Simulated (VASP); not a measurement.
# KMgF3 (P4/mmm) in VASP: notebook

KMgF3 is run at these levels: PBEsol; tasks: single point.

Program: VASP 6.6.1. These are calculated values, not measurements. Logs are shortened: lines on timing, memory, paths and dates and some standing lists are left out, and cuts for length are marked.

## Step 1: The cell of the first run

It takes space group P4/mmm (No. 123, tetragonal). Conventional cell: a = 4.171 Å, b = 4.171 Å, c = 3.883 Å, α = 90.00°, β = 90.00°, γ = 90.00°. K (site symmetry 4/mmm) has 12 F at 2.85 to 2.95 Å and 8 Mg at 3.53 Å within 3.8 Å. Within 2.6 Å of Mg (site symmetry 4/mmm) lie 6 F at 1.94 to 2.09 Å. F (site symmetry mmm) has 2 Mg at 2.09 Å within 2.8 Å. Within 2.6 Å of F (site symmetry 4/mmm) lie 2 Mg at 1.94 Å.

## Step 2: Single point, PBEsol (biaxial strain in the a-b plane: +4.5 %)

File INCAR:

```
SYSTEM = KMgF3
ALGO     = Normal         ! electronic algorithm
EDIFF    = 1E-6           ! SCF threshold, eV
ENCUT    = 520            ! plane-wave cutoff, eV
GGA      = PS             ! functional
ISIF     = 2              ! what is computed and relaxed
ISMEAR   = 0              ! smearing method
LASPH    = .True.         ! aspherical terms in the spheres
LCHARG   = .True.         ! write CHGCAR
LELF     = .True.         ! ELF
LREAL    = .False.        ! projectors in reciprocal space
LVHAR    = .True.       
LWAVE    = .False.        ! write WAVECAR
NBANDS   = 24             ! bands
NELM     = 80             ! most SCF steps
PREC     = Accurate       ! precision mode
SIGMA    = 0.02           ! smearing width, eV
```

File KPOINTS:

```
k-points
0
Gamma
  6 6 6
  0 0 0
```

File POSCAR:

```
KMgF3
1.0
    4.1708601978      0.0000000000      0.0000000000
    0.0000000000      4.1708601978      0.0000000000
    0.0000000000      0.0000000000      3.8834899258
K Mg F
1 1 3
Direct
    0.5000000000      0.5000000000      0.5000000000
    0.0000000000      0.0000000000      0.0000000000
    0.0000000000      0.5000000000      0.0000000000
    0.0000000000      0.0000000000      0.5000000000
    0.5000000000      0.0000000000      0.0000000000
```

Potentials or basis: VASP PAW PBE potentials, release 64 (K_sv, Mg, F).

Command:

```bash
$ cat potpaw_PBE.64/K_sv/POTCAR potpaw_PBE.64/Mg/POTCAR potpaw_PBE.64/F/POTCAR > POTCAR
$ mpirun -np 1 vasp_std > vasp.out
```

OUTCAR:

```text
SYSTEM = KMgF3
   EDIFF = 1E-6
   ENCUT = 520
   GGA = PS
   ISIF = 2
   ISMEAR = 0
   LASPH = .True.
   LREAL = .False.
   NELM = 80
   PREC = Accurate

 ion  position               nearest neighbor table
   1  0.500  0.500  0.500-   3 2.85   5 2.85   3 2.85   5 2.85   5 2.85   5 2.85   3 2.85   3 2.85
                             2 3.53   2 3.53   2 3.53   2 3.53   2 3.53   2 3.53   2 3.53   2 3.53
   2  0.000  0.000  0.000-   4 1.94   4 1.94   5 2.09   3 2.09   3 2.09   5 2.09   1 3.53   1 3.53
                             1 3.53   1 3.53   1 3.53   1 3.53   1 3.53   1 3.53
   3  0.000  0.500  0.000-   2 2.09   2 2.09   1 2.85   1 2.85   1 2.85   1 2.85
   4  0.000  0.000  0.500-   2 1.94   2 1.94
   5  0.500  0.000  0.000-   2 2.09   2 2.09   1 2.85   1 2.85   1 2.85   1 2.85

  LATTYP: Found a simple tetragonal cell.
 ALAT       =     4.1708601978
 C/A-ratio  =     0.9311004785

  Lattice vectors:

 A1 = (   4.1708601978,   0.0000000000,   0.0000000000)
 A2 = (   0.0000000000,   4.1708601978,   0.0000000000)
 A3 = (   0.0000000000,   0.0000000000,   3.8834899258)

Analysis of symmetry for initial positions (statically):
=====================================================================
 Subroutine PRICEL returns:
 Original cell was already a primitive cell.

 Routine SETGRP: Setting up the symmetry group for a
 simple tetragonal supercell.

 Subroutine GETGRP returns: Found 16 space group operations
 (whereof 16 operations were pure point group operations)
 out of a pool of 16 trial point group operations.

The static configuration has the point symmetry D_4h.

Analysis of symmetry for dynamics (positions and initial velocities):
=====================================================================
 Subroutine PRICEL returns:
 Original cell was already a primitive cell.

 Routine SETGRP: Setting up the symmetry group for a
 simple tetragonal supercell.

 Subroutine GETGRP returns: Found 16 space group operations
 (whereof 16 operations were pure point group operations)
 out of a pool of 16 trial point group operations.

The dynamic configuration has the point symmetry D_4h.

 Subroutine INISYM returns: Found 16 space group operations
 (whereof 16 operations are pure point group operations),
 and found     1 'primitive' translations

----------------------------------------------------------------------------------------

                                     Primitive cell

  volume of cell :      67.5575

  direct lattice vectors                    reciprocal lattice vectors
     4.170860198  0.000000000  0.000000000     0.239758695  0.000000000  0.000000000
     0.000000000  4.170860198  0.000000000     0.000000000  0.239758695  0.000000000
     0.000000000  0.000000000  3.883489926     0.000000000  0.000000000  0.257500346

  length of vectors
     4.170860198  4.170860198  3.883489926     0.239758695  0.239758695  0.257500346

  position of ions in fractional coordinates (direct lattice)
     0.500000000  0.500000000  0.500000000
     0.000000000  0.000000000  0.000000000
     0.000000000  0.500000000  0.000000000
     0.000000000  0.000000000  0.500000000
     0.500000000  0.000000000  0.000000000

  ion indices of the primitive-cell ions
   primitive index   ion index
                 1           1
                 2           2
                 3           3
                 4           4
                 5           5

----------------------------------------------------------------------------------------

 KPOINTS: k-points

Automatic generation of k-mesh.
 Grid dimensions read from file:
 generate k-points for:    6    6    6

 Generating k-lattice:

  Cartesian coordinates                     Fractional coordinates (reciprocal lattice)
     0.039959783  0.000000000  0.000000000     0.166666667  0.000000000  0.000000000
     0.000000000  0.039959783  0.000000000     0.000000000  0.166666667  0.000000000
     0.000000000  0.000000000  0.042916724     0.000000000  0.000000000  0.166666667

  Length of vectors
     0.039959783  0.039959783  0.042916724

  Shift w.r.t. Gamma in fractional coordinates (k-lattice)
     0.000000000  0.000000000  0.000000000

 Subroutine IBZKPT returns following result:
 ===========================================

 Found     40 irreducible k-points:

 Following reciprocal coordinates:
            Coordinates               Weight
  0.000000  0.000000  0.000000      1.000000
  0.166667  0.000000  0.000000      4.000000
  0.333333  0.000000  0.000000      4.000000
  0.500000  0.000000  0.000000      2.000000
  0.166667  0.166667  0.000000      4.000000
  0.333333  0.166667  0.000000      8.000000
[... 16 lines left out ...]
  0.333333  0.000000  0.333333      8.000000
  0.500000  0.000000  0.333333      4.000000
 [... further k-points ...]
   k-points           NKPTS =     40   k-points in BZ     NKDIM =     40   number of bands    NBANDS=     24
   number of dos      NEDOS =    301   number of ions     NIONS =      5
   total plane-waves  NPLWV =  30720
   dimension x,y,z NGX =    32 NGY =   32 NGZ =   30
   dimension x,y,z NGXF=    64 NGYF=   64 NGZF=   60
   ions per type =               1   1   3
   NGX,Y,Z   is equivalent  to a cutoff of  12.75, 12.75, 12.84 a.u.
   NGXF,Y,Z  is equivalent  to a cutoff of  25.51, 25.51, 25.69 a.u.
 SYSTEM =  KMgF3
   PREC   = accura    normal or accurate (medium, high low for compatibility)
   ISTART =      0    job   : 0-new  1-cont  2-samecut
   ICHARG =      2    charge: 1-file 2-atom 10-const
   ISPIN  =      1    spin polarized calculation?
   LNONCOLLINEAR =      F non collinear calculations
   LSORBIT =      F    spin-orbit coupling
   LASPH  =      T    aspherical Exc in radial PAW
   ENCUT  =  520.0 eV  38.22 Ry    6.18 a.u.   7.76  7.76  7.22*2*pi/ulx,y,z
   NELM   =     80;   NELMIN=  2; NELMDL= -5     # of ELM steps
   EDIFF  = 0.1E-05   stopping-criterion for ELM
   LREAL  =      F    real-space projection
   EDIFFG = 0.1E-04   stopping-criterion for IOM
   NSW    =      0    number of steps for IOM
   IBRION =     -1    ionic relax: 0-MD 1-quasi-New 2-CG
   NFREE  =      0    steps in history (QN), initial steepest desc. (CG)
   ISIF   =      2    stress and relaxation
   ISYM   =      2    0-nonsym 1-usesym 2-fastsym
   POTIM  = 0.5000    time-step for ionic-motion
   TEBEG  =    0.0;   TEEND  =   0.0 temperature during run
   PSTRESS=    0.0 pullay stress
   NELECT =      32.0000    total number of electrons
   NUPDOWN=      -1.0000    fix difference up-down
   EMIN   =  10.00;   EMAX   =-10.00  energy-range for DOS
   EFERMI =   0.00;   METHOD = LEGACY
   ISMEAR =     0;   SIGMA  =   0.02  broadening in eV -4-tet -1-fermi 0-gaus
   EFERMI_NEDOS =   21; number of points for ismear=-14 and -15
   IALGO  =     38    algorithm
   IMIX   =      4    mixing-type and parameters
     AMIX     =   0.40;   BMIX     =  1.00
     AMIX_MAG =   1.60;   BMIX_MAG =  1.00
  volume/ion in A,a.u.               =      13.51        91.18
  Fermi-wavevector in a.u.,A,eV,Ry     =   1.276146  2.411566 22.157747  1.628548
  Thomas-Fermi vector in A             =   2.408818
   LORBIT       =      0    0 simple, 1 ext, 2 COOP (PROOUT), +10 PAW based schemes
   GGA     = PS    functional components
   LHFCALC =     F    Hartree Fock is set to
   AEXX    =    0.0000 exact exchange contribution
   IVDW    =     0    specifies the selected vdW correction
   LEPSILON=     F    determine dielectric tensor
   LRPA    =     F    only Hartree local field effects (RPA)
 non-spin polarized calculation
 Gauss-broadening in eV      SIGMA  =   0.02
  energy-cutoff  :      520.00
  volume of cell :       67.56
 maximum number of plane-waves:      1836
 NGX is ok and might be reduce to    32
   NGX = 15   NGY = 15   NGZ = 15

 number of electron      31.9999999 magnetization

 Free energy of the ion-electron system (eV)
  ---------------------------------------------------
  ext. energy  EPLUGINS =         0.00000000
  ---------------------------------------------------
  free energy    TOTEN  =       -25.15384682 eV

  energy without entropy =      -25.15384682  energy(sigma->0) =      -25.15384682

 E-fermi :  -1.8381     XC(G=0):  -9.6107

 val. band max:       -2.0050772584   @ k =   0.5000   0.5000   0.5000
 cond. band min:       4.6416326522   @ k =   0.0000   0.0000   0.0000
 fundamental gap:      6.6467099106
 Fermi energy:        -1.8381155985

 k-point     1 :       0.0000    0.0000    0.0000
  band No.  band energies     occupation
      1     -27.6308      2.00000
      2     -21.9650      2.00000
      3     -21.2989      2.00000
      4     -21.1699      2.00000
      5     -11.2030      2.00000
      6     -11.2030      2.00000
[... 16 lines left out ...]
     23      11.1659      0.00000
     24      13.5313      0.00000

 k-point     2 :       0.1667    0.0000    0.0000
  band No.  band energies     occupation
      1     -27.6266      2.00000
      2     -21.9487      2.00000
      3     -21.2993      2.00000
      4     -21.1905      2.00000
      5     -11.1955      2.00000
      6     -11.1938      2.00000
[... 16 lines left out ...]
     23      11.1248      0.00000
     24      13.5278      0.00000

 k-point     3 :       0.3333    0.0000    0.0000
  band No.  band energies     occupation
      1     -27.6179      2.00000
      2     -21.9137      2.00000
      3     -21.3035      2.00000
      4     -21.2319      2.00000
      5     -11.1806      2.00000
      6     -11.1751      2.00000
[... 16 lines left out ...]
     23      11.1524      0.00000
     24      13.3592      0.00000

 k-point     4 :       0.5000    0.0000    0.0000
  band No.  band energies     occupation
      1     -27.6136      2.00000
      2     -21.8945      2.00000
      3     -21.3088      2.00000
      4     -21.2507      2.00000
      5     -11.1732      2.00000
      6     -11.1657      2.00000
[... 16 lines left out ...]
     23      11.7037      0.00000
     24      12.7039      0.00000

 k-point     5 :       0.1667    0.1667    0.0000
  band No.  band energies     occupation
      1     -27.6225      2.00000
      2     -21.9308      2.00000
      3     -21.3007      2.00000
      4     -21.2104      2.00000
      5     -11.2059      2.00000
      6     -11.1772      2.00000
[... 16 lines left out ...]
     23      11.1335      0.00000
     24      12.9436      0.00000

 k-point     6 :       0.3333    0.1667    0.0000
  band No.  band energies     occupation
      1     -27.6144      2.00000
      2     -21.8920      2.00000
      3     -21.3064      2.00000
      4     -21.2506      2.00000
      5     -11.1999      2.00000
      6     -11.1709      2.00000
[... 16 lines left out ...]
     23      11.2315      0.00000
     24      12.6362      0.00000
[... 379 lines left out ...]
 k-point    21 :       0.0000    0.0000    0.3333
  band No.  band energies     occupation
      1     -27.6089      2.00000
      2     -21.8135      2.00000
      3     -21.4471      2.00000
      4     -21.1605      2.00000
      5     -11.1956      2.00000
      6     -11.1565      2.00000
[... 16 lines left out ...]
     23      11.3668      0.00000
     24      13.8421      0.00000

 k-point    22 :       0.1667    0.0000    0.3333
  band No.  band energies     occupation
      1     -27.6058      2.00000
      2     -21.8038      2.00000
      3     -21.4318      2.00000
      4     -21.1814      2.00000
      5     -11.2203      2.00000
      6     -11.1639      2.00000
[... 16 lines left out ...]
     23      11.4710      0.00000
     24      13.0438      0.00000

 k-point    23 :       0.3333    0.0000    0.3333
  band No.  band energies     occupation
      1     -27.5994      2.00000
      2     -21.7859      2.00000
      3     -21.3852      2.00000
      4     -21.2380      2.00000
      5     -11.2494      2.00000
      6     -11.1986      2.00000
[... 16 lines left out ...]
     23      11.6456      0.00000
     24      12.2817      0.00000

 k-point    24 :       0.5000    0.0000    0.3333
  band No.  band energies     occupation
      1     -27.5962      2.00000
      2     -21.7773      2.00000
      3     -21.3177      2.00000
      4     -21.3100      2.00000
      5     -11.2500      2.00000
      6     -11.2298      2.00000
[... 16 lines left out ...]
     23      11.6013      0.00000
     24      12.5910      0.00000

 [... further k-points ...]

------------------------ aborting loop because EDIFF is reached ----------------------------------------

  FORCE on cell =-STRESS in cart. coord.  units (eV):
  Direction    XX          YY          ZZ          XY          YZ          ZX
  --------------------------------------------------------------------------------------
  -------------------------------------------------------------------------------------
  Total       -2.4172749     -2.4172749      0.1301811      0.0000000     -0.0000000     -0.0000000
  in kB      -57.3275221    -57.3275221      3.0873454      0.0000000     -0.0000000     -0.0000000
  external PRESSURE =     -37.1892329 kB  Pullay stress =       0.0000000 kB

 VOLUME and BASIS-vectors are now :
 -----------------------------------------------------------------------------
  energy-cutoff  :      520.00
  volume of cell :       67.56
      direct lattice vectors                 reciprocal lattice vectors
     4.170860198  0.000000000  0.000000000     0.239758695  0.000000000  0.000000000
     0.000000000  4.170860198  0.000000000     0.000000000  0.239758695  0.000000000
     0.000000000  0.000000000  3.883489926     0.000000000  0.000000000  0.257500346

 POSITION                                       TOTAL-FORCE (eV/Angst)
 -----------------------------------------------------------------------------------
      2.08543      2.08543      1.94174         0.000000      0.000000      0.000000
      0.00000      0.00000      0.00000         0.000000      0.000000      0.000000
      0.00000      2.08543      0.00000         0.000000      0.000000      0.000000
      0.00000      0.00000      1.94174         0.000000      0.000000      0.000000
      2.08543      0.00000      0.00000         0.000000      0.000000      0.000000
 -----------------------------------------------------------------------------------
    total drift:                                0.000000      0.000000     -0.000000

  FREE ENERGIE OF THE ION-ELECTRON SYSTEM (eV)
  ---------------------------------------------------
  free  energy   TOTEN  =       -25.1538468192 eV

  energy  without entropy=      -25.1538468192  energy(sigma->0) =      -25.15384682
```

Run time: 41 s. Hardware: 1 thread of Intel Xeon Platinum 8488C (Sapphire Rapids), shared host; peak memory 0.22 GiB.

Results:

* Free energy: -25.1538 eV
* Pressure: -3.7 GPa
* Band gap on the k mesh: 6.65 eV, indirect (least direct gap 6.96 eV)

Stress tensor (GPa, compression positive):
```
-5.73  0.00  0.00
 0.00 -5.73  0.00
 0.00  0.00  0.31
```

Caveat: the cell differs from its parent crystal (biaxial strain in the a-b plane: +4.5 %); the PAW data sets were made with another functional, which shifts forces and pressure a little.

[end of part 1 of 2]
